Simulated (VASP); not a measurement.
Here is a VASP 6.6.1 calculation.

The input INCAR:

```
  ALGO = Normal
  EDIFF = 1E-6
  ENCUT = 500
  GGA = PE
  GGA_COMPAT = False
  ISIF = 2
  ISMEAR = 0
  LASPH = True
  LCHARG = True
  LELF = True
  LMAXMIX = 6
  LREAL = False
  LVHAR = True
  LWAVE = False
  NBANDS = 31
  NELM = 200
  PREC = Accurate
  SIGMA = 0.1
```

The input KPOINTS:

```
k-points
0
Gamma
  4 4 4
```

Contents of POSCAR:

```
NaTbBr4
1.0
    4.9790305874      0.0000000000      0.0000000000
    0.0000000000      4.9790305874      0.0000000000
    0.0000000000      0.0000000000      7.2566451810
Na Tb Br
1 1 4
Direct
    0.0000000000      0.0000000000      0.0000000000
    0.5000000000      0.5000000000      0.5000000000
    0.5000000000      0.0000000000      0.7356450459
    0.0000000000      0.5000000000      0.2643549541
    0.5000000000      0.0000000000      0.2643549541
    0.0000000000      0.5000000000      0.7356450459
```

Potentials or basis: VASP PAW PBE potentials, release 64 (Na_pv, Tb_3, Br), 4f in core.

Command:

```bash
$ cat potpaw_PBE.64/Na_pv/POTCAR potpaw_PBE.64/Tb_3/POTCAR potpaw_PBE.64/Br/POTCAR > POTCAR
$ mpirun -np 1 vasp_std > vasp.out
```

What does it give for the band gap on the k mesh?

2.36 eV (least direct gap 2.75 eV).

Predict the pressure.

0.0 GPa.

Forces in eV/Å, atoms in the order of the input:
```
Na   0.000  0.000  0.000
Tb   0.000  0.000  0.000
Br   0.000  0.000 -0.042
Br   0.000  0.000  0.042
Br   0.000  0.000  0.042
Br   0.000  0.000 -0.042
```

Caveat: spin-orbit coupling is left out, which moves the levels of the heavy elements; the 4f electrons are frozen in the core, so they carry no moment and show no levels. A k mesh can miss the band edges.
